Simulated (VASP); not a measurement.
# Ir (Pm-3m) in VASP: further runs

Runs on Ir. Level: LDA. Tasks: single point.

Everything below comes from runs of VASP 6.6.1. Logs are shortened: lines on timing, memory, paths and dates and some standing lists are left out, and cuts for length are marked.

## (1) The cell of the first run

It takes space group Pm-3m (No. 221, cubic). Conventional cell: a = 2.594 Å, b = 2.594 Å, c = 2.594 Å, α = 90.00°, β = 90.00°, γ = 90.00°. Ir (site symmetry m-3m) has 6 Ir at 2.59 Å within 3.4 Å.

This isn't the form of Ir at room conditions, which is fcc.

## (2) Single point, LDA (17.45 Å³/atom)

The input, INCAR:

```
ALGO = Normal
EDIFF = 1E-7
ENCUT = 520
GGA = CA
ISIF = 2
ISMEAR = -1
LASPH = True
LCHARG = False
LREAL = False
LWAVE = False
NBANDS = 10
NELM = 100
PREC = Accurate
SIGMA = 0.1
```

The input, KPOINTS:

```
k-points
0
Gamma
  14 14 14
```

The input, POSCAR:

```
Ir
1.0
    2.5937362337      0.0000000000      0.0000000000
    0.0000000000      2.5937362337      0.0000000000
    0.0000000000      0.0000000000      2.5937362337
Ir
1
Direct
    0.0000000000      0.0000000000      0.0000000000
```

Potentials or basis: VASP PAW LDA potentials, release 64 (Ir).

Command:

```
> cat potpaw_LDA.64/Ir/POTCAR > POTCAR
> mpirun -np 1 vasp_std > vasp.out
```

OUTCAR:

```text
EDIFF = 1E-7
   ENCUT = 520
   GGA = CA
   ISIF = 2
   ISMEAR = -1
   LASPH = True
   LREAL = False
   NELM = 100
   PREC = Accurate

 ion  position               nearest neighbor table
   1  0.000  0.000  0.000-

  LATTYP: Found a simple cubic cell.
 ALAT       =     2.5937362337

  Lattice vectors:

 A1 = (   2.5937362337,   0.0000000000,   0.0000000000)
 A2 = (   0.0000000000,   2.5937362337,   0.0000000000)
 A3 = (   0.0000000000,   0.0000000000,   2.5937362337)

Analysis of symmetry for initial positions (statically):
=====================================================================
 Subroutine PRICEL returns:
 Original cell was already a primitive cell.

 Routine SETGRP: Setting up the symmetry group for a
 simple cubic supercell.

 Subroutine GETGRP returns: Found 48 space group operations
 (whereof 48 operations were pure point group operations)
 out of a pool of 48 trial point group operations.

The static configuration has the point symmetry O_h .

Analysis of symmetry for dynamics (positions and initial velocities):
=====================================================================
 Subroutine PRICEL returns:
 Original cell was already a primitive cell.

 Routine SETGRP: Setting up the symmetry group for a
 simple cubic supercell.

 Subroutine GETGRP returns: Found 48 space group operations
 (whereof 48 operations were pure point group operations)
 out of a pool of 48 trial point group operations.

The dynamic configuration has the point symmetry O_h .

 Subroutine INISYM returns: Found 48 space group operations
 (whereof 48 operations are pure point group operations),
 and found     1 'primitive' translations

----------------------------------------------------------------------------------------

                                     Primitive cell

  volume of cell :      17.4493

  direct lattice vectors                    reciprocal lattice vectors
     2.593736234  0.000000000  0.000000000     0.385544215  0.000000000  0.000000000
     0.000000000  2.593736234  0.000000000     0.000000000  0.385544215  0.000000000
     0.000000000  0.000000000  2.593736234     0.000000000  0.000000000  0.385544215

  length of vectors
     2.593736234  2.593736234  2.593736234     0.385544215  0.385544215  0.385544215

  position of ions in fractional coordinates (direct lattice)
     0.000000000  0.000000000  0.000000000

  ion indices of the primitive-cell ions
   primitive index   ion index
                 1           1

----------------------------------------------------------------------------------------

 KPOINTS: k-points

Automatic generation of k-mesh.
 Grid dimensions read from file:
 generate k-points for:   14   14   14

 Generating k-lattice:

  Cartesian coordinates                     Fractional coordinates (reciprocal lattice)
     0.027538872  0.000000000  0.000000000     0.071428571  0.000000000  0.000000000
     0.000000000  0.027538872  0.000000000     0.000000000  0.071428571  0.000000000
     0.000000000  0.000000000  0.027538872     0.000000000  0.000000000  0.071428571

  Length of vectors
     0.027538872  0.027538872  0.027538872

  Shift w.r.t. Gamma in fractional coordinates (k-lattice)
     0.000000000  0.000000000  0.000000000

 Subroutine IBZKPT returns following result:
 ===========================================

 Found    120 irreducible k-points:

 Following reciprocal coordinates:
            Coordinates               Weight
  0.000000  0.000000  0.000000      1.000000
  0.071429  0.000000  0.000000      6.000000
  0.142857  0.000000  0.000000      6.000000
  0.214286  0.000000  0.000000      6.000000
  0.285714  0.000000  0.000000      6.000000
  0.357143  0.000000  0.000000      6.000000
[... 16 lines left out ...]
  0.285714  0.214286  0.000000     24.000000
  0.357143  0.214286  0.000000     24.000000
 [... further k-points ...]
   k-points           NKPTS =    120   k-points in BZ     NKDIM =    120   number of bands    NBANDS=     10
   number of dos      NEDOS =    301   number of ions     NIONS =      1
   total plane-waves  NPLWV =   8000
   dimension x,y,z NGX =    20 NGY =   20 NGZ =   20
   dimension x,y,z NGXF=    40 NGYF=   40 NGZF=   40
   ions per type =               1
   NGX,Y,Z   is equivalent  to a cutoff of  12.82, 12.82, 12.82 a.u.
   NGXF,Y,Z  is equivalent  to a cutoff of  25.64, 25.64, 25.64 a.u.
 SYSTEM =  unknown system
   PREC   = accura    normal or accurate (medium, high low for compatibility)
   ISTART =      0    job   : 0-new  1-cont  2-samecut
   ICHARG =      2    charge: 1-file 2-atom 10-const
   ISPIN  =      1    spin polarized calculation?
   LNONCOLLINEAR =      F non collinear calculations
   LSORBIT =      F    spin-orbit coupling
   LASPH  =      T    aspherical Exc in radial PAW
   ENCUT  =  520.0 eV  38.22 Ry    6.18 a.u.   4.82  4.82  4.82*2*pi/ulx,y,z
   NELM   =    100;   NELMIN=  2; NELMDL= -5     # of ELM steps
   EDIFF  = 0.1E-06   stopping-criterion for ELM
   LREAL  =      F    real-space projection
   EDIFFG = 0.1E-05   stopping-criterion for IOM
   NSW    =      0    number of steps for IOM
   IBRION =     -1    ionic relax: 0-MD 1-quasi-New 2-CG
   NFREE  =      0    steps in history (QN), initial steepest desc. (CG)
   ISIF   =      2    stress and relaxation
   ISYM   =      2    0-nonsym 1-usesym 2-fastsym
   POTIM  = 0.5000    time-step for ionic-motion
   TEBEG  =    0.0;   TEEND  =   0.0 temperature during run
   PSTRESS=    0.0 pullay stress
   NELECT =       9.0000    total number of electrons
   NUPDOWN=      -1.0000    fix difference up-down
   EMIN   =  10.00;   EMAX   =-10.00  energy-range for DOS
   EFERMI =   0.00;   METHOD = LEGACY
   ISMEAR =    -1;   SIGMA  =   0.10  broadening in eV -4-tet -1-fermi 0-gaus
   EFERMI_NEDOS =   21; number of points for ismear=-14 and -15
   IALGO  =     38    algorithm
   IMIX   =      4    mixing-type and parameters
     AMIX     =   0.40;   BMIX     =  1.00
     AMIX_MAG =   1.60;   BMIX_MAG =  1.00
  volume/ion in A,a.u.               =      17.45       117.75
  Fermi-wavevector in a.u.,A,eV,Ry     =   1.312895  2.481011 23.452256  1.723692
  Thomas-Fermi vector in A             =   2.443255
   LORBIT       =      0    0 simple, 1 ext, 2 COOP (PROOUT), +10 PAW based schemes
   GGA     = CA    functional components
   LHFCALC =     F    Hartree Fock is set to
   AEXX    =    0.0000 exact exchange contribution
   IVDW    =     0    specifies the selected vdW correction
   LEPSILON=     F    determine dielectric tensor
   LRPA    =     F    only Hartree local field effects (RPA)
 non-spin polarized calculation
  energy-cutoff  :      520.00
  volume of cell :       17.45
 maximum number of plane-waves:       482
 NGX is ok and might be reduce to    20
   NGX =  9   NGY =  9   NGZ =  9

 number of electron       8.9999998 magnetization

 Free energy of the ion-electron system (eV)
  ---------------------------------------------------
  ext. energy  EPLUGINS =         0.00000000
  ---------------------------------------------------
  free energy    TOTEN  =        -9.19978035 eV

  energy without entropy =       -9.15024146  energy(sigma->0) =       -9.17501090

 E-fermi :   6.9165     XC(G=0): -12.7984

 val. band max:        6.8990687121   @ k =   0.1429   0.1429   0.0714
 cond. band min:       6.9630239724   @ k =   0.4286   0.3571   0.0000
 fundamental gap:      0.0639552603
 Fermi energy:         6.9165251013

 k-point     1 :       0.0000    0.0000    0.0000
  band No.  band energies     occupation
      1      -1.9519      2.00000
      2       1.1640      2.00000
      3       1.1640      2.00000
      4       8.1347      0.00001
      5       8.1347      0.00001
      6       8.1347      0.00001
      7      22.2677      0.00000
      8      22.2677      0.00000
      9      22.2677      0.00000
     10      28.1314      0.00000

 k-point     2 :       0.0714    0.0000    0.0000
  band No.  band energies     occupation
      1      -1.7986      2.00000
      2       1.1955      2.00000
      3       1.3104      2.00000
      4       7.9700      0.00005
      5       7.9700      0.00005
      6       8.1473      0.00001
      7      21.2696      0.00000
      8      22.5544      0.00000
      9      22.5544      0.00000
     10      28.7763      0.00000

 k-point     3 :       0.1429    0.0000    0.0000
  band No.  band energies     occupation
      1      -1.3772      2.00000
      2       1.2849      2.00000
      3       1.7597      2.00000
      4       7.5358      0.00408
      5       7.5358      0.00408
      6       8.1828      0.00001
      7      19.3174      0.00000
      8      23.3439      0.00000
      9      23.3439      0.00000
     10      28.2578      0.00000

 k-point     4 :       0.2143    0.0000    0.0000
  band No.  band energies     occupation
      1      -0.7908      2.00000
      2       1.4175      2.00000
      3       2.5263      2.00000
      4       6.9665      0.75534
      5       6.9665      0.75534
      6       8.2346      0.00000
      7      17.2884      0.00000
      8      24.4725      0.00000
      9      24.4725      0.00000
     10      26.5981      0.00000

 k-point     5 :       0.2857    0.0000    0.0000
  band No.  band energies     occupation
      1      -0.1660      2.00000
      2       1.5696      2.00000
      3       3.5729      2.00000
      4       6.3968      1.98900
      5       6.3968      1.98900
      6       8.2928      0.00000
      7      15.4557      0.00000
      8      25.1856      0.00000
      9      25.7604      0.00000
     10      25.7604      0.00000

 k-point     6 :       0.3571    0.0000    0.0000
  band No.  band energies     occupation
      1       0.3886      2.00000
      2       1.7114      2.00000
      3       4.7422      2.00000
      4       5.9274      1.99990
      5       5.9274      1.99990
      6       8.3457      0.00000
      7      13.9535      0.00000
      8      24.1159      0.00000
      9      27.0336      0.00000
     10      27.0336      0.00000
[... 183 lines left out ...]
 k-point    21 :       0.5000    0.1429    0.0000
  band No.  band energies     occupation
      1       1.4244      2.00000
      2       2.5337      2.00000
      3       3.6387      2.00000
      4       5.6061      2.00000
      5       7.8688      0.00015
      6       8.0127      0.00003
      7      12.5542      0.00000
      8      23.6531      0.00000
      9      25.5825      0.00000
     10      26.1820      0.00000

 k-point    22 :       0.2143    0.2143    0.0000
  band No.  band energies     occupation
      1       0.3178      2.00000
      2       2.2908      2.00000
      3       3.2001      2.00000
      4       5.7856      1.99998
      5       6.9959      0.62251
      6       7.2367      0.07821
      7      18.8502      0.00000
      8      19.2153      0.00000
      9      26.7355      0.00000
     10      26.7828      0.00000

 k-point    23 :       0.2857    0.2143    0.0000
  band No.  band energies     occupation
      1       0.8321      2.00000
      2       2.5411      2.00000
      3       3.8520      2.00000
      4       5.6677      1.99999
      5       6.5438      1.95303
      6       7.2222      0.08984
      7      16.9506      0.00000
      8      20.0915      0.00000
      9      26.0525      0.00000
     10      28.1335      0.00000

 k-point    24 :       0.3571    0.2143    0.0000
  band No.  band energies     occupation
      1       1.2686      2.00000
      2       2.6658      2.00000
      3       3.9086      2.00000
      4       6.0985      1.99944
      5       6.6617      1.85485
      6       7.2876      0.04777
      7      15.0756      0.00000
      8      21.1689      0.00000
      9      25.2487      0.00000
     10      28.9257      0.00000

 [... further k-points ...]

------------------------ aborting loop because EDIFF is reached ----------------------------------------

  FORCE on cell =-STRESS in cart. coord.  units (eV):
  Direction    XX          YY          ZZ          XY          YZ          ZX
  --------------------------------------------------------------------------------------
  -------------------------------------------------------------------------------------
  Total       -1.9267973     -1.9267973     -1.9267973      0.0000000      0.0000000      0.0000000
  in kB     -176.9168469   -176.9168469   -176.9168469      0.0000000      0.0000000      0.0000000
  external PRESSURE =    -176.9168469 kB  Pullay stress =       0.0000000 kB

 VOLUME and BASIS-vectors are now :
 -----------------------------------------------------------------------------
  energy-cutoff  :      520.00
  volume of cell :       17.45
      direct lattice vectors                 reciprocal lattice vectors
     2.593736234  0.000000000  0.000000000     0.385544215  0.000000000  0.000000000
     0.000000000  2.593736234  0.000000000     0.000000000  0.385544215  0.000000000
     0.000000000  0.000000000  2.593736234     0.000000000  0.000000000  0.385544215

 POSITION                                       TOTAL-FORCE (eV/Angst)
 -----------------------------------------------------------------------------------
      0.00000      0.00000      0.00000         0.000000      0.000000      0.000000
 -----------------------------------------------------------------------------------
    total drift:                               -0.000000      0.000000      0.000000

  FREE ENERGIE OF THE ION-ELECTRON SYSTEM (eV)
  ---------------------------------------------------
  free  energy   TOTEN  =        -9.1997803455 eV

  energy  without entropy=       -9.1502414583  energy(sigma->0) =       -9.17501090
```

It took 20 s on 1 thread of Intel Xeon 8259CL, shared host; peak memory 0.13 GiB.

What came out:

```yaml
Free_energy: -9.1998 eV
Pressure: -17.7 GPa
Band_gap_on_the_k_mesh: zero (an odd number of electrons rules out a gap without spin polarisation)
```

Levels at points of the mesh, in eV from the Fermi level:
| k point | band 2 | band 3 | band 4 | band 5 | band 6 | band 7 |
| --- | --- | --- | --- | --- | --- | --- |
| (0.00, 0.00, 0.00) | -5.75 | -5.75 | 1.22 | 1.22 | 1.22 | 15.35 |
| (0.50, 0.00, 0.00) | -5.07 | -1.40 | -1.40 | -0.78 | 1.48 | 5.62 |
| (0.50, 0.50, 0.00) | -4.57 | -0.91 | -0.91 | 3.15 | 4.47 | 4.47 |
| (0.50, 0.50, 0.50) | -4.93 | -4.93 | 3.33 | 3.33 | 9.40 | 10.46 |

Caveat: the cell stands under tension; spin-orbit coupling is left out, which moves the levels of the heavy elements.

(Continued in part 2 of 2.)
